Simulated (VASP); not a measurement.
# Al2Cu: single point with LDA

Crystal: Al2Cu.

```
CELL_PARAMETERS angstrom
-2.99890 2.99890 2.39274
2.99890 -2.99890 2.39274
2.99890 2.99890 -2.39274
ATOMIC_POSITIONS crystal
Al 0.34139 0.15861 0.50000
Al 0.15861 0.65861 0.81721
Al 0.84139 0.34139 0.18279
Al 0.65861 0.84139 0.50000
Cu 0.75000 0.75000 0.00000
Cu 0.25000 0.25000 0.00000
```

```yaml
Program: VASP 6.6.1
Task: single point
Functional: LDA
Potentials_or_basis: VASP PAW LDA potentials, release 64 (Al, Cu)
Cutoff: 520 eV
k_mesh: 6 × 6 × 6
Occupations: gaussian, width 0.1 eV
Spin: no spin polarisation
Dipole_correction: no
Further_INCAR_settings: ALGO = Normal; EDIFF = 1e-07; NBANDS = 26
```

| Property | Result |
| --- | --- |
| Pressure | -2.2 GPa |
| Largest force | 0.053 eV/Å |
| Band gap on the k mesh | zero (bands 17 and 18 overlap by 4.18 eV) |

Forces in eV/Å, atoms in the order of the input:
```
Al   0.037 -0.037  0.000
Al   0.037  0.037  0.000
Al  -0.037 -0.037  0.000
Al  -0.037  0.037  0.000
Cu   0.000  0.000  0.000
Cu   0.000  0.000  0.000
```

Stress tensor (GPa, compression positive):
```
-3.27  0.00  0.00
 0.00 -3.27  0.00
 0.00  0.00  0.03
```

Levels at points of the mesh, in eV from the Fermi level:
```csv
k point,band 14,band 15,band 16,band 17,band 18,band 19,band 20,band 21
"(0.00, 0.00, 0.00)",-2.03,-1.32,-1.17,-1.17,-0.81,-0.23,0.11,1.61
"(0.50, 0.00, 0.00)",-3.16,-2.65,-2.65,0.24,0.24,4.12,4.12,4.39
"(0.50, 0.50, 0.00)",-2.78,-1.51,-1.30,-0.89,-0.60,0.80,1.26,4.72
"(0.50, 0.50, 0.50)",-3.32,-3.32,-1.81,2.67,3.02,3.02,3.43,4.23
```

Wall time 39 s on 1 thread of Intel(R) Xeon(R) 6975P-C (Granite Rapids) (shared host), peak memory 0.2 GiB.
